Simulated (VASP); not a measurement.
# SnTe (I4/mmm) in VASP: notebook

Runs on SnTe. Level: LDA. Tasks: single point.

All numbers are computed with VASP 6.6.1; they aren't measurements. Logs are shortened: lines on timing, memory, paths and dates and some standing lists are left out, and cuts for length are marked.

**1. The cell of the first run**

Symmetry: I4/mmm, No. 139, tetragonal system. Conventional cell: a = 4.464 Å, b = 4.464 Å, c = 6.187 Å, α = 90.00°, β = 90.00°, γ = 90.00°. Sn (site symmetry 4/mmm) has 6 Te at 3.09 to 3.16 Å within 4.1 Å. Te (site symmetry 4/mmm) has 6 Sn at 3.09 to 3.16 Å within 4.1 Å.

**2. Single point, LDA (strain -0.0200 x Voigt [0, 1, 0, 0, 0, 0])**

Contents of INCAR:

```
SYSTEM = SnTe
PREC = Accurate
ENCUT = 520
EDIFF = 1E-6
ISMEAR = 0
SIGMA = 0.03
LREAL = .FALSE.
LASPH = .TRUE.
NELM = 60
ALGO = Normal
ISIF = 2
LWAVE = .FALSE.
LCHARG = .FALSE.
GGA = CA
NBANDS = 17
```

Contents of KPOINTS:

```
regular mesh
0
G
  10 10 10
  0 0 0
```

Contents of POSCAR:

```
SnTe
1.0
    0.0000000000      3.0933700000      3.1565000000
    3.1565000000      0.0000000000      3.1565000000
    3.1565000000      3.0933700000      0.0000000000
Sn Te
1 1
Direct
    0.0000000000      0.0000000000      0.0000000000
    0.5000000000      0.5000000000      0.5000000000
```

Potentials or basis: VASP PAW LDA potentials, release 64 (Sn_d, Te).

Launch:

```
> cat potpaw_LDA.64/Sn_d/POTCAR potpaw_LDA.64/Te/POTCAR > POTCAR
> mpirun -np 1 vasp_std > vasp.out
```

OUTCAR:

```text
SYSTEM = SnTe
   PREC = Accurate
   ENCUT = 520
   EDIFF = 1E-6
   ISMEAR = 0
   LREAL = .FALSE.
   LASPH = .TRUE.
   NELM = 60
   ISIF = 2
   GGA = CA

 ion  position               nearest neighbor table
   1  0.000  0.000  0.000-   2 3.09   2 3.09   2 3.16   2 3.16   2 3.16   2 3.16
   2  0.500  0.500  0.500-   1 3.09   1 3.09   1 3.16   1 3.16   1 3.16   1 3.16

  LATTYP: Found a body centered tetragonal cell.
 ALAT       =     4.4639651096
 C/A-ratio  =     1.3859292911

  Lattice vectors:

 A1 = (   0.0000000000,  -3.0933700000,   3.1565000000)
 A2 = (   0.0000000000,  -3.0933700000,  -3.1565000000)
 A3 = (   3.1565000000,   3.0933700000,   0.0000000000)

Analysis of symmetry for initial positions (statically):
=====================================================================
 Subroutine PRICEL returns:
 Original cell was already a primitive cell.

 Routine SETGRP: Setting up the symmetry group for a
 body centered tetragonal supercell.

 Subroutine GETGRP returns: Found 16 space group operations
 (whereof 16 operations were pure point group operations)
 out of a pool of 16 trial point group operations.

The static configuration has the point symmetry D_4h.

Analysis of symmetry for dynamics (positions and initial velocities):
=====================================================================
 Subroutine PRICEL returns:
 Original cell was already a primitive cell.

 Routine SETGRP: Setting up the symmetry group for a
 body centered tetragonal supercell.

 Subroutine GETGRP returns: Found 16 space group operations
 (whereof 16 operations were pure point group operations)
 out of a pool of 16 trial point group operations.

The dynamic configuration has the point symmetry D_4h.

 Subroutine INISYM returns: Found 16 space group operations
 (whereof 16 operations are pure point group operations),
 and found     1 'primitive' translations

----------------------------------------------------------------------------------------

                                     Primitive cell

  volume of cell :      61.6415

  direct lattice vectors                    reciprocal lattice vectors
     0.000000000  3.093370000  3.156500000    -0.158403295  0.161636015  0.158403295
     3.156500000  0.000000000  3.156500000     0.158403295 -0.161636015  0.158403295
     3.156500000  3.093370000  0.000000000     0.158403295  0.161636015 -0.158403295

  length of vectors
     4.419550906  4.463965110  4.419550906     0.276241577  0.276241577  0.276241577

  position of ions in fractional coordinates (direct lattice)
     0.000000000  0.000000000  0.000000000
     0.500000000  0.500000000  0.500000000

  ion indices of the primitive-cell ions
   primitive index   ion index
                 1           1
                 2           2

----------------------------------------------------------------------------------------

 KPOINTS: regular mesh

Automatic generation of k-mesh.
 Grid dimensions read from file:
 generate k-points for:   10   10   10

 Generating k-lattice:

  Cartesian coordinates                     Fractional coordinates (reciprocal lattice)
    -0.015840329  0.016163602  0.015840329     0.100000000  0.000000000  0.000000000
     0.015840329 -0.016163602  0.015840329    -0.000000000  0.100000000 -0.000000000
     0.015840329  0.016163602 -0.015840329     0.000000000  0.000000000  0.100000000

  Length of vectors
     0.027624158  0.027624158  0.027624158

  Shift w.r.t. Gamma in fractional coordinates (k-lattice)
     0.000000000  0.000000000  0.000000000

 Subroutine IBZKPT returns following result:
 ===========================================

 Found    102 irreducible k-points:

 Following reciprocal coordinates:
            Coordinates               Weight
  0.000000  0.000000  0.000000      1.000000
  0.100000  0.000000  0.000000      8.000000
  0.200000  0.000000  0.000000      8.000000
  0.300000  0.000000 -0.000000      8.000000
  0.400000  0.000000  0.000000      8.000000
  0.500000  0.000000  0.000000      4.000000
[... 16 lines left out ...]
  0.300000  0.300000  0.000000      4.000000
  0.400000  0.300000  0.000000     16.000000
 [... further k-points ...]
   k-points           NKPTS =    102   k-points in BZ     NKDIM =    102   number of bands    NBANDS=     17
   number of dos      NEDOS =    301   number of ions     NIONS =      2
   total plane-waves  NPLWV =  46656
   dimension x,y,z NGX =    36 NGY =   36 NGZ =   36
   dimension x,y,z NGXF=    72 NGYF=   72 NGZF=   72
   ions per type =               1   1
   NGX,Y,Z   is equivalent  to a cutoff of  13.54, 13.41, 13.54 a.u.
   NGXF,Y,Z  is equivalent  to a cutoff of  27.08, 26.81, 27.08 a.u.
 SYSTEM =  SnTe
   PREC   = accura    normal or accurate (medium, high low for compatibility)
   ISTART =      0    job   : 0-new  1-cont  2-samecut
   ICHARG =      2    charge: 1-file 2-atom 10-const
   ISPIN  =      1    spin polarized calculation?
   LNONCOLLINEAR =      F non collinear calculations
   LSORBIT =      F    spin-orbit coupling
   LASPH  =      T    aspherical Exc in radial PAW
   ENCUT  =  520.0 eV  38.22 Ry    6.18 a.u.   8.22  8.30  8.22*2*pi/ulx,y,z
   NELM   =     60;   NELMIN=  2; NELMDL= -5     # of ELM steps
   EDIFF  = 0.1E-05   stopping-criterion for ELM
   LREAL  =      F    real-space projection
[... 7 lines left out ...]
   TEBEG  =    0.0;   TEEND  =   0.0 temperature during run
   PSTRESS=    0.0 pullay stress
   NELECT =      20.0000    total number of electrons
   NUPDOWN=      -1.0000    fix difference up-down
   EMIN   =  10.00;   EMAX   =-10.00  energy-range for DOS
   EFERMI =   0.00;   METHOD = LEGACY
   ISMEAR =     0;   SIGMA  =   0.03  broadening in eV -4-tet -1-fermi 0-gaus
   EFERMI_NEDOS =   21; number of points for ismear=-14 and -15
   IALGO  =     38    algorithm
   IMIX   =      4    mixing-type and parameters
     AMIX     =   0.40;   BMIX     =  1.00
     AMIX_MAG =   1.60;   BMIX_MAG =  1.00
  volume/ion in A,a.u.               =      30.82       207.99
  Fermi-wavevector in a.u.,A,eV,Ry     =   1.124934  2.125817 17.217851  1.265476
  Thomas-Fermi vector in A             =   2.261608
   LORBIT       =      0    0 simple, 1 ext, 2 COOP (PROOUT), +10 PAW based schemes
   GGA     = CA    functional components
   LHFCALC =     F    Hartree Fock is set to
   AEXX    =    0.0000 exact exchange contribution
   IVDW    =     0    specifies the selected vdW correction
   LEPSILON=     F    determine dielectric tensor
   LRPA    =     F    only Hartree local field effects (RPA)
 non-spin polarized calculation
 Gauss-broadening in eV      SIGMA  =   0.03
  energy-cutoff  :      520.00
  volume of cell :       61.64
 maximum number of plane-waves:      1683
 NGX is ok and might be reduce to    36
   NGX = 17   NGY = 17   NGZ = 17

 number of electron      19.9999996 magnetization

 Free energy of the ion-electron system (eV)
  ---------------------------------------------------
  ext. energy  EPLUGINS =         0.00000000
  ---------------------------------------------------
  free energy    TOTEN  =        -8.82309153 eV

  energy without entropy =       -8.82309152  energy(sigma->0) =       -8.82309153

 E-fermi :   6.9423     XC(G=0):  -9.8037

 val. band max:        6.8488238273   @ k =   0.5000   0.0000   0.0000
 cond. band min:       7.0358014416   @ k =   0.5000   0.0000   0.0000
 fundamental gap:      0.1869776142
 Fermi energy:         6.9423084737

 k-point     1 :       0.0000    0.0000    0.0000
  band No.  band energies     occupation
      1     -14.8764      2.00000
      2     -14.8712      2.00000
      3     -14.8666      2.00000
      4     -14.8621      2.00000
      5     -14.8621      2.00000
      6      -6.0061      2.00000
[... 9 lines left out ...]
     16      11.7721      0.00000
     17      13.6515      0.00000

 k-point     2 :       0.1000    0.0000    0.0000
  band No.  band energies     occupation
      1     -14.8767      2.00000
      2     -14.8717      2.00000
      3     -14.8662      2.00000
      4     -14.8617      2.00000
      5     -14.8615      2.00000
      6      -5.9197      2.00000
[... 9 lines left out ...]
     16      11.9328      0.00000
     17      14.3747      0.00000

 k-point     3 :       0.2000    0.0000    0.0000
  band No.  band energies     occupation
      1     -14.8777      2.00000
      2     -14.8733      2.00000
      3     -14.8652      2.00000
      4     -14.8606      2.00000
      5     -14.8597      2.00000
      6      -5.6694      2.00000
[... 9 lines left out ...]
     16      12.4941      0.00000
     17      15.7437      0.00000

 k-point     4 :       0.3000    0.0000   -0.0000
  band No.  band energies     occupation
      1     -14.8792      2.00000
      2     -14.8754      2.00000
      3     -14.8641      2.00000
      4     -14.8589      2.00000
      5     -14.8573      2.00000
      6      -5.2913      2.00000
[... 9 lines left out ...]
     16      13.3993      0.00000
     17      17.4875      0.00000
[... 343 lines left out ...]
      1     -14.8793      2.00000
      2     -14.8758      2.00000
      3     -14.8644      2.00000
      4     -14.8586      2.00000
      5     -14.8564      2.00000
      6      -5.1618      2.00000
[... 9 lines left out ...]
     16      14.9008      0.00000
     17      15.4545      0.00000

 k-point    23 :       0.3000    0.3000    0.0000
  band No.  band energies     occupation
      1     -14.8869      2.00000
      2     -14.8692      2.00000
      3     -14.8648      2.00000
      4     -14.8598      2.00000
      5     -14.8540      2.00000
      6      -5.0958      2.00000
[... 9 lines left out ...]
     16      15.3822      0.00000
     17      15.5321      0.00000

 k-point    24 :       0.4000    0.3000    0.0000
  band No.  band energies     occupation
      1     -14.8890      2.00000
      2     -14.8694      2.00000
      3     -14.8647      2.00000
      4     -14.8585      2.00000
      5     -14.8524      2.00000
      6      -4.8089      2.00000
[... 9 lines left out ...]
     16      16.2249      0.00000
     17      16.5857      0.00000

 [... further k-points ...]

------------------------ aborting loop because EDIFF is reached ----------------------------------------

  FORCE on cell =-STRESS in cart. coord.  units (eV):
  Direction    XX          YY          ZZ          XY          YZ          ZX
  --------------------------------------------------------------------------------------
  -------------------------------------------------------------------------------------
  Total       -0.6421696      0.4354181     -0.6421696      0.0000000     -0.0000000      0.0000000
  in kB      -16.6911724     11.3173209    -16.6911724      0.0000000     -0.0000000      0.0000000
  external PRESSURE =      -7.3550080 kB  Pullay stress =       0.0000000 kB

 VOLUME and BASIS-vectors are now :
 -----------------------------------------------------------------------------
  energy-cutoff  :      520.00
  volume of cell :       61.64
      direct lattice vectors                 reciprocal lattice vectors
     0.000000000  3.093370000  3.156500000    -0.158403295  0.161636015  0.158403295
     3.156500000  0.000000000  3.156500000     0.158403295 -0.161636015  0.158403295
     3.156500000  3.093370000  0.000000000     0.158403295  0.161636015 -0.158403295

 POSITION                                       TOTAL-FORCE (eV/Angst)
 -----------------------------------------------------------------------------------
      0.00000      0.00000      0.00000         0.000000      0.000000      0.000000
      3.15650      3.09337      3.15650        -0.000000      0.000000     -0.000000
 -----------------------------------------------------------------------------------
    total drift:                               -0.000000      0.000000      0.000000

  FREE ENERGIE OF THE ION-ELECTRON SYSTEM (eV)
  ---------------------------------------------------
  free  energy   TOTEN  =        -8.8230915300 eV

  energy  without entropy=       -8.8230915218  energy(sigma->0) =       -8.82309153
```

Run time: 49 s. Hardware: 1 thread of Intel Xeon 6975P-C (Granite Rapids), shared host; peak memory 0.24 GiB.

What came out:

```yaml
Free_energy: -8.8231 eV
Pressure: -0.7 GPa
Band_gap_on_the_k_mesh: 0.19 eV, direct
```

Caveat: the cell differs from its parent crystal (strain -0.0200 x Voigt [0, 1, 0, 0, 0, 0]); spin-orbit coupling is left out, which moves the levels of the heavy elements.

**3. Single point, LDA (strain -0.0150 x Voigt [0, 1, 0, 0, 0, 0])**

Contents of INCAR:

```
SYSTEM = SnTe
PREC = Accurate ; ENCUT = 520
EDIFF = 1E-6 ; ISMEAR = 0
SIGMA = 0.03 ; LREAL = .False.
LASPH = .True. ; NELM = 80
ALGO = Normal ; ISIF = 2
LWAVE = .False. ; LCHARG = .False.
NBANDS = 17
```

Contents of KPOINTS:

```
Automatic mesh
0
Gamma
  10 10 10
  0 0 0
```

Contents of POSCAR:

```
SnTe
1.0
    0.0000000000      3.1091525000      3.1565000000
    3.1565000000      0.0000000000      3.1565000000
    3.1565000000      3.1091525000      0.0000000000
Sn Te
1 1
Direct
    0.0000000000      0.0000000000      0.0000000000
    0.5000000000      0.5000000000      0.5000000000
```

Potentials or basis: VASP PAW LDA potentials, release 64 (Sn_d, Te).

Launch:

```
> cat potpaw_LDA.64/Sn_d/POTCAR potpaw_LDA.64/Te/POTCAR > POTCAR
> mpirun -np 1 vasp_std > vasp.out
```

Run time: 51 s. Hardware: 1 thread of Intel Xeon 6975P-C (Granite Rapids), shared host; peak memory 0.24 GiB.

It converged, with:

- Free energy: -8.8246 eV
- Pressure: -1.0 GPa
- Band gap on the k mesh: 0.16 eV, direct

Stress tensor (GPa, compression positive):
```
-1.68  0.00  0.00
 0.00  0.35  0.00
 0.00  0.00 -1.68
```

Levels at points of the mesh, in eV from the valence-band top:
```
           k point  band 7  band 8  band 9  band 10  band 11  band 12  band 13  band 14
(0.00, 0.00, 0.00)   -4.69   -2.19   -2.03    -2.03     3.25     3.25     3.63     4.79
(0.50, 0.00, 0.00)   -8.37   -1.75   -1.71     0.00     0.16     0.36     0.43     7.81
(0.50, 0.50, 0.00)   -6.46   -5.56   -3.78    -3.61     2.22     4.79     5.19     6.36
(0.50, 0.00, 0.50)   -6.56   -5.59   -3.73    -3.73     2.17     4.92     4.92     6.60
```

Caveat: the cell differs from its parent crystal (strain -0.0150 x Voigt [0, 1, 0, 0, 0, 0]); spin-orbit coupling is left out, which moves the levels of the heavy elements. A k mesh can miss the band edges.

**4. Single point, LDA (strain -0.0100 x Voigt [0, 1, 0, 0, 0, 0])**

Contents of INCAR:

```
PREC = Accurate
ENCUT = 520
EDIFF = 1E-7
ISMEAR = 0
SIGMA = 0.03
LREAL = F
LASPH = T
NELM = 80
ALGO = Normal
ISIF = 2
LWAVE = F
LCHARG = F
GGA = CA
NBANDS = 17
```

Contents of KPOINTS:

```
Automatic mesh
0
Gamma
  10 10 10
```

Contents of POSCAR:

```
SnTe
1.0
    0.0000000000      3.1249350000      3.1565000000
    3.1565000000      0.0000000000      3.1565000000
    3.1565000000      3.1249350000      0.0000000000
Sn Te
1 1
Direct
    0.0000000000      0.0000000000      0.0000000000
    0.5000000000      0.5000000000      0.5000000000
```

Launch:

```
> cat potpaw_LDA.64/Sn_d/POTCAR potpaw_LDA.64/Te/POTCAR > POTCAR
> mpirun -np 1 vasp_std > vasp.out
```

Run time: 54 s. Hardware: 1 thread of Intel Xeon 6975P-C (Granite Rapids), shared host; peak memory 0.24 GiB.

The run converged. Its results:

```
Free energy            : -8.8247 eV
Pressure               : -1.2 GPa
Band gap on the k mesh : 0.14 eV, direct
```

Stress tensor (GPa, compression positive):
```
-1.68  0.00  0.00
 0.00 -0.37  0.00
 0.00  0.00 -1.68
```

Levels at points of the mesh, in eV from the valence-band top:
```tsv
k point	band 8	band 9	band 10	band 11	band 12	band 13
(0.00, 0.00, 0.00)	-2.15	-2.04	-2.04	3.27	3.27	3.52
(0.50, 0.00, 0.00)	-1.74	-1.71	0.00	0.14	0.37	0.41
(0.50, 0.50, 0.00)	-5.53	-3.74	-3.62	2.22	4.82	5.08
(0.50, 0.00, 0.50)	-5.55	-3.71	-3.71	2.20	4.91	4.91
```

Caveat: the cell differs from its parent crystal (strain -0.0100 x Voigt [0, 1, 0, 0, 0, 0]); spin-orbit coupling is left out, which moves the levels of the heavy elements. A k mesh can miss the band edges.

**5. The runs side by side**

```csv
cell,gap on the mesh (eV),pressure (GPa)
"a = 4.420, b = 4.464 Å, angles 59.7, 60.7, 59.7°, 2 atoms",0.19,-0.7
"a = 4.431, b = 4.464 Å, angles 59.8, 60.5, 59.8°, 2 atoms",0.16,-1.0
"a = 4.442, b = 4.464 Å, angles 59.8, 60.3, 59.8°, 2 atoms",0.14,-1.2
```

Alike in all rows: task single point; level LDA; potentials or basis VASP PAW LDA potentials, release 64 (Sn_d, Te); no spin polarisation; k mesh 10 × 10 × 10; cutoff (eV) 520; smearing gaussian 0.03 eV.

Caveats: spin-orbit coupling is left out, which moves the levels of the heavy elements.

Absolute energies hang on the potentials; compare differences alone.
